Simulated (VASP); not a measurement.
Set up this calculation in VASP 6.6.1, as the native input.

```
Task                   : single point
Functional             : PBE
Potentials or basis    : VASP PAW PBE potentials, release 64 (Hf_pv, W_sv)
Cutoff                 : 520 eV
k mesh                 : 3 × 3 × 2, shifted
Occupations            : gaussian, width 0.1 eV
Spin                   : no spin polarisation
Dipole correction      : no
Further INCAR settings : ALGO = Fast; EDIFF = 1e-07; NBANDS = 76; ISYM = 0
```

The structure of Hf5W lies in POSCAR:

```
Hf5W
1.0
   -3.5674769053     -3.4232578992      3.2754252345
   -3.8343435571      3.6039588427     -3.3615909428
    1.9213565419     -5.2784054755     -4.9190383891
Hf W
10 2
Direct
    0.1639794119      0.6658296652      0.6652360418
    0.1699801592      0.1708220929      0.6683031036
    0.8293120414      0.7684027696      0.3553878309
    0.3554358958      0.8786862593      0.3365052188
    0.8308193001      0.2626536030      0.3469099945
    0.3566244110      0.3762035054      0.3338385380
    0.5032774111      0.5745129949      0.9866502118
    0.9780037030      0.4604072419      0.9995091396
    0.5048389265      1.0686642284      0.9774857649
   -0.0211750886     -0.0420371810     -0.0028116583
    0.6671421639      0.6339494676      0.6682176119
    0.6675384600      0.2023133894      0.6652154704
```

One way to write it, as run:

INCAR

```
SYSTEM = Hf5W
PREC = Accurate ; ENCUT = 520
EDIFF = 1E-7 ; ISMEAR = 0
SIGMA = 0.1 ; LREAL = .False.
LASPH = .True. ; NELM = 100
ALGO = Fast ; ISIF = 2
LWAVE = .False. ; LCHARG = .False.
GGA = PE ; NBANDS = 76
ISYM = 0
```

KPOINTS

```
Automatic mesh
0
Gamma
  3 3 2
  0 0 0.5
```

Potentials or basis: VASP PAW PBE potentials, release 64 (Hf_pv, W_sv).

Launch:

```bash
$ cat potpaw_PBE.64/Hf_pv/POTCAR potpaw_PBE.64/W_sv/POTCAR > POTCAR
$ mpirun -np 1 vasp_std > vasp.out
```

Results of the run:

* Pressure: -0.4 GPa
* Largest force: 0.046 eV/Å
* Band gap on the k mesh: zero (bands 64 and 65 overlap by 0.38 eV)

Caveat: the k points lie up to 0.44 Å⁻¹ apart; spin-orbit coupling is left out, which moves the levels of the heavy elements.

It took 13 min on 1 thread of Intel Xeon 8259CL, on a shared host, peak memory 0.4 GiB.
